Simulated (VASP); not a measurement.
# Tl (P6_3/mmc) in VASP: notebook, part 2 of 2

VASP 6.6.1. Earlier steps stand in the parts before.

### 3 Single point, PBE

This run uses another cell than the first one, of 28.33 Å³/atom.

Input file INCAR:

```
SYSTEM = Tl
  PREC = Accurate
  ENCUT = 520
  EDIFF = 1E-6
  ISMEAR = -1
  SIGMA = 0.1
  LREAL = .False.
  LASPH = .True.
  NELM = 100
  ALGO = Normal
  ISIF = 2
  LWAVE = .False.
  LCHARG = .False.
  GGA = PE
  NBANDS = 20
```

Input file KPOINTS:

```
regular mesh
0
Gamma
  14 14 8
  0 0 0
```

Input file POSCAR:

```
Tl
1.0
    3.4370692326      0.0000000000      0.0000000000
   -1.7185346163      2.9765892700      0.0000000000
    0.0000000000      0.0000000000      5.5386099681
Tl
2
Direct
    0.3333333333      0.6666666667      0.2500000000
    0.6666666667      0.3333333333      0.7500000000
```

Potentials or basis: VASP PAW PBE potentials, release 64 (Tl_d).

Started as:

```sh
> cat potpaw_PBE.64/Tl_d/POTCAR > POTCAR
> mpirun -np 1 vasp_std > vasp.out
```

OUTCAR:

```text
SYSTEM = Tl
   PREC = Accurate
   ENCUT = 520
   EDIFF = 1E-6
   ISMEAR = -1
   LREAL = .False.
   LASPH = .True.
   NELM = 100
   ISIF = 2
   GGA = PE

 ion  position               nearest neighbor table
   1  0.333  0.667  0.250-   2 3.41   2 3.41   2 3.41   2 3.41   2 3.41   2 3.41
   2  0.667  0.333  0.750-   1 3.41   1 3.41   1 3.41   1 3.41   1 3.41   1 3.41

  LATTYP: Found a hexagonal cell.
 ALAT       =     3.4370692326
 C/A-ratio  =     1.6114339262

  Lattice vectors:

 A1 = (   3.4370692326,   0.0000000000,   0.0000000000)
 A2 = (  -1.7185346163,   2.9765892700,   0.0000000000)
 A3 = (   0.0000000000,   0.0000000000,   5.5386099681)

Analysis of symmetry for initial positions (statically):
=====================================================================
 Subroutine PRICEL returns:
 Original cell was already a primitive cell.

 Routine SETGRP: Setting up the symmetry group for a
 hexagonal supercell.

 Subroutine GETGRP returns: Found 24 space group operations
 (whereof 12 operations were pure point group operations)
 out of a pool of 24 trial point group operations.

The static configuration has the point symmetry D_3d.
 The point group associated with its full space group is D_6h.

Analysis of symmetry for dynamics (positions and initial velocities):
=====================================================================
 Subroutine PRICEL returns:
 Original cell was already a primitive cell.

 Routine SETGRP: Setting up the symmetry group for a
 hexagonal supercell.

 Subroutine GETGRP returns: Found 24 space group operations
 (whereof 12 operations were pure point group operations)
 out of a pool of 24 trial point group operations.

The dynamic configuration has the point symmetry D_3d.
 The point group associated with its full space group is D_6h.

 Subroutine INISYM returns: Found 24 space group operations
 (whereof 12 operations are pure point group operations),
 and found     1 'primitive' translations

----------------------------------------------------------------------------------------

                                     Primitive cell

  volume of cell :      56.6641

  direct lattice vectors                    reciprocal lattice vectors
     3.437069233  0.000000000  0.000000000     0.290945551  0.167977492  0.000000000
    -1.718534616  2.976589270  0.000000000     0.000000000  0.335954984  0.000000000
     0.000000000  0.000000000  5.538609968     0.000000000  0.000000000  0.180550717

  length of vectors
     3.437069233  3.437069233  5.538609968     0.335954984  0.335954984  0.180550717

  position of ions in fractional coordinates (direct lattice)
     0.333333333  0.666666667  0.250000000
     0.666666667  0.333333333  0.750000000

  ion indices of the primitive-cell ions
   primitive index   ion index
                 1           1
                 2           2

----------------------------------------------------------------------------------------

 KPOINTS: regular mesh

Automatic generation of k-mesh.
 Grid dimensions read from file:
 generate k-points for:   14   14    8

 Generating k-lattice:

  Cartesian coordinates                     Fractional coordinates (reciprocal lattice)
     0.020781825  0.011998392  0.000000000     0.071428571  0.000000000  0.000000000
     0.000000000  0.023996785  0.000000000     0.000000000  0.071428571  0.000000000
     0.000000000  0.000000000  0.022568840     0.000000000  0.000000000  0.125000000

  Length of vectors
     0.023996785  0.023996785  0.022568840

  Shift w.r.t. Gamma in fractional coordinates (k-lattice)
     0.000000000  0.000000000  0.000000000

 Subroutine IBZKPT returns following result:
 ===========================================

 Found    120 irreducible k-points:

 Following reciprocal coordinates:
            Coordinates               Weight
  0.000000  0.000000  0.000000      1.000000
  0.071429  0.000000  0.000000      6.000000
  0.142857  0.000000  0.000000      6.000000
  0.214286  0.000000  0.000000      6.000000
  0.285714  0.000000  0.000000      6.000000
  0.357143  0.000000  0.000000      6.000000
[... 16 lines left out ...]
  0.285714  0.285714  0.000000      6.000000
  0.357143  0.285714  0.000000      6.000000
 [... further k-points ...]
   k-points           NKPTS =    120   k-points in BZ     NKDIM =    120   number of bands    NBANDS=     20
   number of dos      NEDOS =    301   number of ions     NIONS =      2
   total plane-waves  NPLWV =  32928
   dimension x,y,z NGX =    28 NGY =   28 NGZ =   42
   dimension x,y,z NGXF=    56 NGYF=   56 NGZF=   84
   ions per type =               2
   NGX,Y,Z   is equivalent  to a cutoff of  13.54, 13.54, 12.61 a.u.
   NGXF,Y,Z  is equivalent  to a cutoff of  27.09, 27.09, 25.21 a.u.
 SYSTEM =  Tl
   PREC   = accura    normal or accurate (medium, high low for compatibility)
   ISTART =      0    job   : 0-new  1-cont  2-samecut
   ICHARG =      2    charge: 1-file 2-atom 10-const
   ISPIN  =      1    spin polarized calculation?
   LNONCOLLINEAR =      F non collinear calculations
   LSORBIT =      F    spin-orbit coupling
   LASPH  =      T    aspherical Exc in radial PAW
   ENCUT  =  520.0 eV  38.22 Ry    6.18 a.u.   6.39  6.39 10.30*2*pi/ulx,y,z
   NELM   =    100;   NELMIN=  2; NELMDL= -5     # of ELM steps
   EDIFF  = 0.1E-05   stopping-criterion for ELM
   LREAL  =      F    real-space projection
   EDIFFG = 0.1E-04   stopping-criterion for IOM
   NSW    =      0    number of steps for IOM
[... 5 lines left out ...]
   TEBEG  =    0.0;   TEEND  =   0.0 temperature during run
   PSTRESS=    0.0 pullay stress
   NELECT =      26.0000    total number of electrons
   NUPDOWN=      -1.0000    fix difference up-down
   EMIN   =  10.00;   EMAX   =-10.00  energy-range for DOS
   EFERMI =   0.00;   METHOD = LEGACY
   ISMEAR =    -1;   SIGMA  =   0.10  broadening in eV -4-tet -1-fermi 0-gaus
   EFERMI_NEDOS =   21; number of points for ismear=-14 and -15
   IALGO  =     38    algorithm
   IMIX   =      4    mixing-type and parameters
     AMIX     =   0.40;   BMIX     =  1.00
     AMIX_MAG =   1.60;   BMIX_MAG =  1.00
  volume/ion in A,a.u.               =      28.33       191.19
  Fermi-wavevector in a.u.,A,eV,Ry     =   1.262690  2.386137 21.692927  1.594385
  Thomas-Fermi vector in A             =   2.396085
   LORBIT       =      0    0 simple, 1 ext, 2 COOP (PROOUT), +10 PAW based schemes
   GGA     = PE    functional components
   LHFCALC =     F    Hartree Fock is set to
   AEXX    =    0.0000 exact exchange contribution
   IVDW    =     0    specifies the selected vdW correction
   LEPSILON=     F    determine dielectric tensor
   LRPA    =     F    only Hartree local field effects (RPA)
 non-spin polarized calculation
  energy-cutoff  :      520.00
  volume of cell :       56.66
 maximum number of plane-waves:      1550
 NGX is ok and might be reduce to    28
   NGX = 13   NGY = 13   NGZ = 21

 number of electron      26.0000007 magnetization

 Free energy of the ion-electron system (eV)
  ---------------------------------------------------
  ext. energy  EPLUGINS =         0.00000000
  ---------------------------------------------------
  free energy    TOTEN  =        -4.40013517 eV

  energy without entropy =       -4.36829666  energy(sigma->0) =       -4.38421591

 E-fermi :   6.7201     XC(G=0): -10.2378

 val. band max:        6.7107050140   @ k =   0.5000   0.0000   0.1250
 cond. band min:       6.7341615769   @ k =   0.2857   0.2143   0.3750
 fundamental gap:      0.0234565629
 Fermi energy:         6.7200798572

 k-point     1 :       0.0000    0.0000    0.0000
  band No.  band energies     occupation
      1      -5.1591      2.00000
      2      -4.9303      2.00000
      3      -4.9025      2.00000
      4      -4.9025      2.00000
      5      -4.8491      2.00000
      6      -4.8491      2.00000
[... 12 lines left out ...]
     19      17.4708      0.00000
     20      17.6268      0.00000

 k-point     2 :       0.0714    0.0000    0.0000
  band No.  band energies     occupation
      1      -5.1402      2.00000
      2      -4.9507      2.00000
      3      -4.8797      2.00000
      4      -4.8772      2.00000
      5      -4.8509      2.00000
      6      -4.8278      2.00000
[... 498 lines left out ...]
 k-point    24 :       0.3571    0.2857    0.0000
  band No.  band energies     occupation
      1      -5.1689      2.00000
      2      -4.9643      2.00000
      3      -4.9013      2.00000
      4      -4.8624      2.00000
      5      -4.8113      2.00000
      6      -4.7552      2.00000
[... 12 lines left out ...]
     19      13.3440      0.00000
     20      21.2580      0.00000

 [... further k-points ...]

------------------------ aborting loop because EDIFF is reached ----------------------------------------

  FORCE on cell =-STRESS in cart. coord.  units (eV):
  Direction    XX          YY          ZZ          XY          YZ          ZX
  --------------------------------------------------------------------------------------
  -------------------------------------------------------------------------------------
  Total        1.2548304      1.2548304      1.2441941      0.0000000      0.0000000      0.0000000
  in kB       35.4803292     35.4803292     35.1795888      0.0000000      0.0000000      0.0000000
  external PRESSURE =      35.3800824 kB  Pullay stress =       0.0000000 kB

 VOLUME and BASIS-vectors are now :
 -----------------------------------------------------------------------------
  energy-cutoff  :      520.00
  volume of cell :       56.66
      direct lattice vectors                 reciprocal lattice vectors
     3.437069233  0.000000000  0.000000000     0.290945551  0.167977492  0.000000000
    -1.718534616  2.976589270  0.000000000     0.000000000  0.335954984  0.000000000
     0.000000000  0.000000000  5.538609968     0.000000000  0.000000000  0.180550717

 POSITION                                       TOTAL-FORCE (eV/Angst)
 -----------------------------------------------------------------------------------
     -0.00000      1.98439      1.38465         0.000000      0.000000      0.000000
      1.71853      0.99220      4.15396        -0.000000     -0.000000      0.000000
 -----------------------------------------------------------------------------------
    total drift:                               -0.000000      0.000000      0.000000

  FREE ENERGIE OF THE ION-ELECTRON SYSTEM (eV)
  ---------------------------------------------------
  free  energy   TOTEN  =        -4.4001351679 eV

  energy  without entropy=       -4.3682966611  energy(sigma->0) =       -4.38421591
```

OSZICAR:

```text
N       E                     dE             d eps       ncg     rms          rms(c)
DAV:   1     0.131941416092E+03    0.13194E+03   -0.14272E+04  4808   0.123E+03
DAV:   2    -0.185379554640E+01   -0.13380E+03   -0.13124E+03  5284   0.278E+02
DAV:   3    -0.443972094354E+01   -0.25859E+01   -0.25762E+01  5572   0.337E+01
DAV:   4    -0.445494733386E+01   -0.15226E-01   -0.15225E-01  5128   0.281E+00
DAV:   5    -0.445515296663E+01   -0.20563E-03   -0.20563E-03  5352   0.325E-01    0.324E+00
DAV:   6    -0.440889852282E+01    0.46254E-01   -0.77500E-02  5132   0.218E+00    0.226E+00
DAV:   7    -0.440085229703E+01    0.80462E-02   -0.36749E-02  5224   0.150E+00    0.703E-01
DAV:   8    -0.440012284995E+01    0.72945E-03   -0.35186E-03  5028   0.441E-01    0.388E-02
DAV:   9    -0.440012965475E+01   -0.68048E-05   -0.24324E-05  5392   0.409E-02    0.150E-02
DAV:  10    -0.440013488629E+01   -0.52315E-05   -0.49197E-06  4584   0.179E-02    0.163E-03
DAV:  11    -0.440013516795E+01   -0.28166E-06   -0.51111E-07  2616   0.562E-03
   1 F= -.44001352E+01 E0= -.43842159E+01  d E =-.318385E-01
```

Run time: 46 s. Hardware: 1 thread of Oxide Virtual Turin-like, shared host; peak memory 0.21 GiB.

What came out:

```yaml
Free_energy: -4.4001 eV
Pressure: 3.5 GPa
Band_gap_on_the_k_mesh: zero (bands 13 and 14 overlap by 5.75 eV)
```

Caveat: the cell stands under pressure; spin-orbit coupling is left out, which moves the levels of the heavy elements.

### 4 Single point, PBE (28.33 Å³/atom)

This run uses another cell than the first one, of 28.33 Å³/atom.

Input file INCAR:

```
PREC     = Accurate       # precision mode
ENCUT    = 520            # plane-wave cutoff, eV
EDIFF    = 1E-6           # SCF threshold, eV
ISMEAR   = -1             # smearing method
SIGMA    = 0.1            # smearing width, eV
LREAL    = F              # projectors in reciprocal space
LASPH    = T              # aspherical terms in the spheres
NELM     = 100            # most SCF steps
ALGO     = Normal         # electronic algorithm
ISIF     = 2              # what is computed and relaxed
LWAVE    = F              # write WAVECAR
LCHARG   = F              # write CHGCAR
GGA      = PE             # functional
NBANDS   = 20             # bands
```

Input file KPOINTS:

```
Automatic mesh
0
Gamma
  14 14 8
```

POSCAR is that of step 3.

Started as:

```sh
> cat potpaw_PBE.64/Tl_d/POTCAR > POTCAR
> mpirun -np 1 vasp_std > vasp.out
```

Run time: 73 s. Hardware: 1 thread of Oxide Virtual Turin-like, shared host; peak memory 0.21 GiB.

Results (log left out):

```yaml
Free_energy: -4.4001 eV
Pressure: 3.5 GPa
Band_gap_on_the_k_mesh: zero (bands 13 and 14 overlap by 5.75 eV)
```

Levels at points of the mesh, in eV from the Fermi level:
| k point | band 11 | band 12 | band 13 | band 14 | band 15 | band 16 |
| --- | --- | --- | --- | --- | --- | --- |
| (0.00, 0.00, 0.00) | -10.16 | -5.23 | -2.95 | 8.09 | 8.09 | 10.17 |
| (0.50, 0.00, 0.00) | -5.80 | -4.73 | -0.77 | 0.41 | 1.30 | 3.76 |
| (0.00, 0.00, 0.50) | -8.72 | -8.72 | 3.22 | 3.22 | 9.06 | 9.06 |
| (0.50, 0.00, 0.50) | -4.75 | -4.75 | -2.35 | -2.35 | 5.59 | 5.59 |

Caveat: the cell stands under pressure; spin-orbit coupling is left out, which moves the levels of the heavy elements.

The gap in the log of VASP goes by the Fermi energy; the results here count the filled bands.